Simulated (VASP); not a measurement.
Here is a VASP 6.6.1 calculation.

File INCAR:

```
SYSTEM = ZrTi3C4
PREC = Accurate ; ENCUT = 520
EDIFF = 1E-7 ; ISMEAR = 0
SIGMA = 0.1 ; LREAL = .False.
LASPH = .True. ; NELM = 60
ALGO = Normal ; ISIF = 2
LWAVE = .False. ; LCHARG = .True.
GGA = PE ; LELF = .True.
LVHAR = .True. ; NBANDS = 42
```

The input KPOINTS:

```
regular mesh
0
Gamma
  4 4 4
  0 0 0
```

The input POSCAR:

```
ZrTi3C4
1.0
    4.8054145400      0.0000000000      0.0000000000
    0.0000000000      4.8054145400      0.0000000000
    0.0000000000      0.0000000000      4.8054145400
Zr Ti C
1 3 4
Direct
    0.0000000000      0.0000000000      0.0000000000
    0.5000000000      0.0000000000      0.5000000000
    0.5000000000      0.5000000000      0.0000000000
    0.0000000000      0.5000000000      0.5000000000
    0.0000000000      0.5000000000      0.0000000000
    0.5000000000      0.5000000000      0.5000000000
    0.0000000000      0.0000000000      0.5000000000
    0.5000000000      0.0000000000      0.0000000000
```

Potentials or basis: VASP PAW PBE potentials, release 64 (Zr_sv, Ti_sv, C).

The run is started by

```bash
$ cat potpaw_PBE.64/Zr_sv/POTCAR potpaw_PBE.64/Ti_sv/POTCAR potpaw_PBE.64/C/POTCAR > POTCAR
$ mpirun -np 1 vasp_std > vasp.out
```

(1) Predict the band gap on the k mesh.

(2) Predict the pressure.

Results:

(1) zero (bands 32 and 33 overlap by 0.33 eV).

(2) -34.3 GPa.

Caveat: the cell stands under tension.
